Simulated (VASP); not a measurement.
## BaTiO3 (Barioperovskite): single point with PBEsol

BaTiO3 (Barioperovskite):

```
Ba Ti O
1.0
     4.02536    0.00000    0.00000
     0.00000    2.86527    2.78909
     0.00000   -2.86527    2.78909
Ba Ti O
1 1 3
Direct
  0.00000 0.00000 0.00000
  0.50000 0.51240 0.51240
  0.00000 0.48740 0.48740
  0.50000 0.50524 0.99184
  0.50000 0.99184 0.50524
```

```
Program                : VASP 6.6.1
Task                   : single point
Functional             : PBEsol
Potentials or basis    : VASP PAW PBE potentials, release 64 (Ba_sv, Ti_sv, O)
Cutoff                 : 520 eV
k mesh                 : 6 × 6 × 6
Occupations            : gaussian, width 0.02 eV
Spin                   : no spin polarisation
Dipole correction      : no
Further INCAR settings : ALGO = Normal; EDIFF = 1e-07; NBANDS = 28
```

The pressure is -2.1 GPa. The largest force is 0.269 eV/Å and the band gap on the k mesh is 1.83 eV, indirect (least direct gap 2.01 eV).

Forces in eV/Å, atoms in the order of the input:
```
Ba   0.000  0.000  0.124
Ti   0.000  0.000  0.088
O    0.000  0.000  0.269
O    0.000  0.007 -0.241
O    0.000 -0.007 -0.241
```

Stress tensor (GPa, compression positive):
```
-3.79  0.00  0.00
 0.00 -4.49  0.00
 0.00  0.00  2.12
```

Levels at points of the mesh, in eV from the valence-band top:
```csv
k point,band 16,band 17,band 18,band 19,band 20,band 21,band 22,band 23,band 24,band 25
"(0.00, 0.00, 0.00)",-1.16,-1.15,-0.38,-0.29,-0.18,1.83,1.88,1.94,4.02,4.08
"(0.50, 0.00, 0.00)",-2.04,-1.82,-1.62,-0.92,-0.71,2.02,3.39,3.52,4.06,5.82
"(0.00, 0.50, 0.00)",-1.95,-1.93,-1.76,-0.84,-0.77,2.04,3.56,3.58,4.03,6.01
"(0.50, 0.50, 0.00)",-2.66,-1.75,-0.95,-0.94,-0.12,3.47,3.57,3.91,4.81,7.58
"(0.00, 0.50, 0.50)",-2.83,-1.70,-0.86,-0.79,-0.11,3.58,3.60,3.98,4.79,7.76
"(0.50, 0.50, 0.50)",-2.48,-2.30,-0.05,-0.03,0.00,4.10,4.22,4.24,6.37,6.65
```

It took 110 s on 1 thread of AMD EPYC 7R13 Processor (Zen 3) (shared host), peak memory 0.2 GiB.

Caveat: the PAW data sets were made with another functional, which shifts forces and pressure a little; spin-orbit coupling is left out, which moves the levels of the heavy elements. A k mesh can miss the band edges.
